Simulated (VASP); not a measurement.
Write the native input for VASP 6.6.1 that does the following.

* Task: single point
* Functional: BLYP
* Potentials or basis: VASP PAW PBE potentials, release 64 (K_sv)
* Cutoff: 520 eV
* k mesh: 7 × 7 × 7
* Occupations: fermi-dirac, width 0.05 eV
* Spin: no spin polarisation
* Dipole correction: no
* Further INCAR settings: ALGO = Normal; EDIFF = 1e-06; NBANDS = 10

The structure of K lies in POSCAR:

```
K
1.0
   -2.6975585167      2.6975585167      2.6975585167
    2.6975585167     -2.6975585167      2.6975585167
    2.6975585167      2.6975585167     -2.6975585167
K
1
Direct
    0.0000000000      0.0000000000      0.0000000000
```

These files were run (other wordings do the same):

INCAR

```
PREC = Accurate
ENCUT = 520
EDIFF = 1E-6
ISMEAR = -1
SIGMA = 0.05
LREAL = False
LASPH = True
NELM = 80
ALGO = Normal
ISIF = 2
LWAVE = False
LCHARG = True
GGA = B5
ALDAX = 1.0
AGGAX = 1.0
AGGAC = 1.0
ALDAC = 0.0
LELF = True
LVHAR = True
NBANDS = 10
```

KPOINTS

```
regular mesh
0
Gamma
  7 7 7
```

Potentials or basis: VASP PAW PBE potentials, release 64 (K_sv).

Run with:

```bash
$ cat potpaw_PBE.64/K_sv/POTCAR > POTCAR
$ mpirun -np 1 vasp_std > vasp.out
```

It gave:

* Pressure: -0.1 GPa
* Band gap on the k mesh: zero (an odd number of electrons rules out a gap without spin polarisation)

Caveat: the PAW data sets were made with another functional, which shifts forces and pressure a little.

Run time: 32 s on 1 thread of Intel Xeon 8259CL, on a shared host, peak memory 0.2 GiB.
